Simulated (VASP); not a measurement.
# Pb (Fm-3m) in VASP: a series of runs, part 2 of 3

VASP 6.6.1. The steps go on from the part before.

## 4. Single point, PBEsol

This run uses another cell than the first one, of 25.29 Å³/atom, 1.056 times its volume.

INCAR

```
PREC = Accurate ; ENCUT = 500
EDIFF = 1E-6 ; ISMEAR = 0
SIGMA = 0.1 ; LREAL = False
LASPH = True ; NELM = 120
ALGO = Normal ; ISIF = 2
LWAVE = False ; LCHARG = False
GGA = PS ; NBANDS = 13
GGA_COMPAT = False
```

KPOINTS

```
Automatic mesh
0
Gamma
  16 16 16
```

POSCAR

```
Pb
1.0
    0.0000000000      2.3296445822      2.3296445822
    2.3296445822      0.0000000000      2.3296445822
    2.3296445822      2.3296445822      0.0000000000
Pb
1
Direct
    0.0000000000      0.0000000000      0.0000000000
```

Potentials or basis: VASP PAW PBE potentials, release 64 (Pb_d).

On the command line:

```sh
> cat potpaw_PBE.64/Pb_d/POTCAR > POTCAR
> mpirun -np 1 vasp_std > vasp.out
```

OUTCAR:

```text
PREC = Accurate
   ENCUT = 500
   EDIFF = 1E-6
   ISMEAR = 0
   LREAL = False
   LASPH = True
   NELM = 120
   ISIF = 2
   GGA = PS

 ion  position               nearest neighbor table
   1  0.000  0.000  0.000-

  LATTYP: Found a face centered cubic cell.
 ALAT       =     4.6592891644

  Lattice vectors:

 A1 = (   0.0000000000,   2.3296445822,   2.3296445822)
 A2 = (   2.3296445822,   0.0000000000,   2.3296445822)
 A3 = (   2.3296445822,   2.3296445822,   0.0000000000)

Analysis of symmetry for initial positions (statically):
=====================================================================
 Subroutine PRICEL returns:
 Original cell was already a primitive cell.

 Routine SETGRP: Setting up the symmetry group for a
 face centered cubic supercell.

 Subroutine GETGRP returns: Found 48 space group operations
 (whereof 48 operations were pure point group operations)
 out of a pool of 48 trial point group operations.

The static configuration has the point symmetry O_h .

Analysis of symmetry for dynamics (positions and initial velocities):
=====================================================================
 Subroutine PRICEL returns:
 Original cell was already a primitive cell.

 Routine SETGRP: Setting up the symmetry group for a
 face centered cubic supercell.

 Subroutine GETGRP returns: Found 48 space group operations
 (whereof 48 operations were pure point group operations)
 out of a pool of 48 trial point group operations.

The dynamic configuration has the point symmetry O_h .

 Subroutine INISYM returns: Found 48 space group operations
 (whereof 48 operations are pure point group operations),
 and found     1 'primitive' translations

----------------------------------------------------------------------------------------

                                     Primitive cell

  volume of cell :      25.2871

[... 107 lines left out ...]
  volume/ion in A,a.u.               =      25.29       170.65
  Fermi-wavevector in a.u.,A,eV,Ry     =   1.344264  2.540290 24.586343  1.807045
  Thomas-Fermi vector in A             =   2.472271
   LORBIT       =      0    0 simple, 1 ext, 2 COOP (PROOUT), +10 PAW based schemes
   GGA     = PS    functional components
   LHFCALC =     F    Hartree Fock is set to
   AEXX    =    0.0000 exact exchange contribution
   IVDW    =     0    specifies the selected vdW correction
   LEPSILON=     F    determine dielectric tensor
   LRPA    =     F    only Hartree local field effects (RPA)
 non-spin polarized calculation
 Gauss-broadening in eV      SIGMA  =   0.10
  energy-cutoff  :      500.00
  volume of cell :       25.29
 maximum number of plane-waves:       660
   NGX = 13   NGY = 13   NGZ = 13

 number of electron      13.9999996 magnetization

 Free energy of the ion-electron system (eV)
  ---------------------------------------------------
  ext. energy  EPLUGINS =         0.00000000
  ---------------------------------------------------
  free energy    TOTEN  =        -3.84651749 eV

  energy without entropy =       -3.84401200  energy(sigma->0) =       -3.84526474

 E-fermi :   9.4239     XC(G=0): -11.2454

 val. band max:        9.3580008613   @ k =   0.3750   0.1875   0.0625
 cond. band min:       9.4384551877   @ k =  -0.2500   0.5000   0.2500
 fundamental gap:      0.0804543263
 Fermi energy:         9.4239003715

 k-point     1 :       0.0000    0.0000    0.0000
  band No.  band energies     occupation
      1      -7.8621      2.00000
      2      -7.8621      2.00000
      3      -7.8621      2.00000
      4      -7.6182      2.00000
      5      -7.6182      2.00000
      6      -3.8305      2.00000
      7      18.2245      0.00000
      8      18.2245      0.00000
      9      18.2245      0.00000
     10      19.1278      0.00000
     11      22.9680      0.00000
     12      23.2692      0.00000
     13      23.2692      0.00000
[... 354 lines left out ...]
  band No.  band energies     occupation
      1      -7.8692      2.00000
      2      -7.8406      2.00000
      3      -7.8311      2.00000
      4      -7.6310      2.00000
      5      -7.6101      2.00000
      6      -3.5893      2.00000
      7      16.1758      0.00000
      8      16.8987      0.00000
      9      18.4042      0.00000
     10      19.2163      0.00000
     11      22.8790      0.00000
     12      23.3255      0.00000
     13      24.0615      0.00000

 [... further k-points ...]
[... 5 lines left out ...]
  --------------------------------------------------------------------------------------
  -------------------------------------------------------------------------------------
  Total        1.9613158      1.9613158      1.9613158      0.0000000     -0.0000000      0.0000000
  in kB      124.2679410    124.2679410    124.2679410      0.0000000     -0.0000000      0.0000000
  external PRESSURE =     124.2679410 kB  Pullay stress =       0.0000000 kB

 VOLUME and BASIS-vectors are now :
 -----------------------------------------------------------------------------
  energy-cutoff  :      500.00
  volume of cell :       25.29
      direct lattice vectors                 reciprocal lattice vectors
     0.000000000  2.329644582  2.329644582    -0.214625014  0.214625014  0.214625014
     2.329644582  0.000000000  2.329644582     0.214625014 -0.214625014  0.214625014
     2.329644582  2.329644582  0.000000000     0.214625014  0.214625014 -0.214625014

 POSITION                                       TOTAL-FORCE (eV/Angst)
 -----------------------------------------------------------------------------------
      0.00000      0.00000      0.00000         0.000000      0.000000      0.000000
 -----------------------------------------------------------------------------------
    total drift:                               -0.000000      0.000000      0.000000

  FREE ENERGIE OF THE ION-ELECTRON SYSTEM (eV)
  ---------------------------------------------------
  free  energy   TOTEN  =        -3.8465174882 eV

  energy  without entropy=       -3.8440119951  energy(sigma->0) =       -3.84526474
```

OSZICAR:

```text
N       E                     dE             d eps       ncg     rms          rms(c)
DAV:   1     0.106104178830E+03    0.10610E+03   -0.69759E+03  3821   0.129E+03
DAV:   2     0.887880144846E+00   -0.10522E+03   -0.10164E+03  3975   0.318E+02
DAV:   3    -0.377124021932E+01   -0.46591E+01   -0.46383E+01  4658   0.723E+01
DAV:   4    -0.386932156894E+01   -0.98081E-01   -0.98054E-01  4640   0.106E+01
DAV:   5    -0.387361931449E+01   -0.42977E-02   -0.42975E-02  5149   0.214E+00    0.819E-01
DAV:   6    -0.385301266115E+01    0.20607E-01   -0.22140E-02  4880   0.295E+00    0.377E-01
DAV:   7    -0.384700681204E+01    0.60058E-02   -0.92411E-03  5007   0.174E+00    0.908E-02
DAV:   8    -0.384652150768E+01    0.48530E-03   -0.54890E-04  5963   0.388E-01    0.831E-03
DAV:   9    -0.384651847046E+01    0.30372E-05   -0.67682E-06  4863   0.494E-02    0.470E-03
DAV:  10    -0.384651748821E+01    0.98226E-06   -0.32449E-07  3250   0.691E-03
   1 F= -.38465175E+01 E0= -.38452647E+01  d E =-.250549E-02
```

Run time: 13 s. Hardware: 1 thread of Intel Xeon Platinum 8488C (Sapphire Rapids), shared host; peak memory 0.17 GiB.

Results:

```yaml
Free_energy: -3.8465 eV
Pressure: 12.4 GPa
Band_gap_on_the_k_mesh: zero (band 7 reaches 18.22 eV, above the bottom of band 8 at 7.25 eV)
```

Caveat: the PAW data sets were made with another functional, which shifts forces and pressure a little; spin-orbit coupling is left out, which moves the levels of the heavy elements.

(Part 2 of 3 ends here.)
